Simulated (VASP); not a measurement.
Wanted: the native input for a VASP 6.6.1 run.

- Task: single point
- Functional: PBEsol
- Potentials or basis: VASP PAW PBE potentials, release 64 (Ge_d)
- Cutoff: 520 eV
- k mesh: 24 × 24 × 22
- Occupations: gaussian, width 0.15 eV
- Spin: no spin polarisation
- Dipole correction: no
- Further INCAR settings: ALGO = Normal; EDIFF = 1e-06; NBANDS = 13

The structure of Ge lies in POSCAR:

```
Ge
1.0
    1.3411274465     -2.4439162040      0.0000000000
    1.3411274465      2.4439162040      0.0000000000
    0.0000000000      0.0000000000      2.5634459486
Ge
1
Direct
    0.5000000000      0.5000000000      0.0000000000
```

This cell differs from its parent crystal: strain -0.030 along x and y, -0.030 along z.

The input as run:

INCAR

```
SYSTEM = Ge
ALGO = Normal
EDIFF = 1E-6
ENCUT = 520
GGA = PS
ISIF = 2
ISMEAR = 0
LASPH = .True.
LCHARG = .True.
LELF = .True.
LREAL = .False.
LVHAR = .True.
LWAVE = .False.
NBANDS = 13
NELM = 60
PREC = Accurate
SIGMA = 0.15
```

KPOINTS

```
k-points
0
Gamma
  24 24 22
  0 0 0
```

Potentials or basis: VASP PAW PBE potentials, release 64 (Ge_d).

Command:

```console
$ cat potpaw_PBE.64/Ge_d/POTCAR > POTCAR
$ mpirun -np 1 vasp_std > vasp.out
```

Results of the run:

| Item | Value |
| --- | --- |
| Pressure | 8.6 GPa |
| Band gap on the k mesh | zero (bands 7 and 8 overlap by 11.59 eV) |

Caveat: the cell differs from its parent crystal (strain -0.030 along x and y, -0.030 along z); the cell stands under pressure; the PAW data sets were made with another functional, which shifts forces and pressure a little.

Wall time 3.5 min on 1 thread of AMD EPYC 9R45 96-Core Processor (Zen 5) (shared host), peak memory 0.43 GiB.
